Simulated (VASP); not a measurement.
Pt2Cl, 6 atoms in the cell. The typed cell holds 6 atoms: a = 2.817 Å, b = 4.832 Å, c = 7.465 Å, α = 90.00°, β = 90.02°, γ = 89.99°. 

| Quantity | Value |
| --- | --- |
| Program | VASP 6.6.1 |
| Task | single point |
| Functional | PBE |
| Potentials or basis | VASP PAW PBE potentials, release 64 (Pt, Cl) |
| Cutoff | 520 eV |
| k mesh | 8 × 4 × 4 |
| Occupations | gaussian, width 0.2 eV |
| Spin | no spin polarisation |
| Dipole correction | no |
| Further INCAR settings | ALGO = Normal; EDIFF = 1e-06; NBANDS = 36 |

Potentials or basis: VASP PAW PBE potentials, release 64 (Pt, Cl).

Run with:

```sh
$ cat potpaw_PBE.64/Pt/POTCAR potpaw_PBE.64/Cl/POTCAR > POTCAR
$ mpirun -np 1 vasp_std > vasp.out
```

Hardware: 1 thread of Oxide Virtual Turin-like Processor, with other jobs on the host.

Task: Estimate the wall time of this run.

Result: It took 3.9 min on 1 thread of Oxide Virtual Turin-like Processor, on a shared host, peak memory 0.3 GiB. Counts: scf iterations 14, k points 68.
